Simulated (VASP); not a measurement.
CoO, 2 atoms in the cell. Symmetry: C2/m, No. 12, monoclinic system. Conventional cell: a = 4.215 Å, b = 4.244 Å, c = 2.985 Å, α = 90.00°, β = 134.10°, γ = 90.00°. Within 2.8 Å of Co (site symmetry 2/m) lie 6 O at 2.11 to 2.14 Å. O (site symmetry 2/m) has 6 Co at 2.11 to 2.14 Å within 2.8 Å.  This cell differs from its parent crystal: equal xy, yz and zx shear strains of +1 %.

- Program: VASP 6.6.1
- Task: single point
- Functional: PBE
- Potentials or basis: VASP PAW PBE potentials, release 64 (Co, O)
- Cutoff: 520 eV
- k mesh: 13 × 13 × 15
- Occupations: fermi-dirac, width 0.03 eV
- Spin: collinear spin, ferromagnetic start
- Starting moments: [2.0, 0.0] μB
- Dipole correction: no
- Further INCAR settings: ALGO = Normal; EDIFF = 1e-06; NBANDS = 18

Potentials or basis: VASP PAW PBE potentials, release 64 (Co, O).

Launch:

```sh
$ cat potpaw_PBE.64/Co/POTCAR potpaw_PBE.64/O/POTCAR > POTCAR
$ mpirun -np 1 vasp_std > vasp.out
```

Hardware: 1 thread of Intel(R) Xeon(R) 6975P-C (Granite Rapids), with other jobs on the host.

Task: Estimate the wall time of this run.

Result: Run time: 3.1 min on 1 thread of Intel(R) Xeon(R) 6975P-C (Granite Rapids) (shared host), peak memory 0.45 GiB. Counts: scf iterations 18, k points 686.
